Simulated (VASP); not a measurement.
A run of VASP 6.6.1:

Contents of INCAR:

```
SYSTEM = TePb
ALGO = Normal ; EDIFF = 1E-6
ENCUT = 520 ; GGA = PE
ISIF = 2 ; ISMEAR = 0
LASPH = .True. ; LCHARG = .False.
LREAL = .False. ; LWAVE = .False.
NBANDS = 17 ; NELM = 80
PREC = Accurate ; SIGMA = 0.01
```

Contents of KPOINTS:

```
k-points
0
Gamma
  5 5 5
  0 0 0
```

Contents of POSCAR:

```
TePb
1.0
    0.0000000000      3.2735180337      3.2735180337
    3.2735180337      0.0000000000      3.2735180337
    3.2735180337      3.2735180337      0.0000000000
Te Pb
1 1
Direct
    0.5000000000      0.5000000000      0.5000000000
    0.0000000000      0.0000000000      0.0000000000
```

Potentials or basis: VASP PAW PBE potentials, release 64 (Te, Pb_d).

The run is started by

```sh
$ cat potpaw_PBE.64/Te/POTCAR potpaw_PBE.64/Pb_d/POTCAR > POTCAR
$ mpirun -np 1 vasp_std > vasp.out
```

Hardware: 1 thread of Intel Xeon 8259CL (shared host).

**Question.** Estimate the wall time of this run.

**Answer.** Wall time 24 s on 1 thread of Intel Xeon 8259CL, with other jobs on the host, peak memory 0.2 GiB. Counts: scf iterations 12, k points 10.
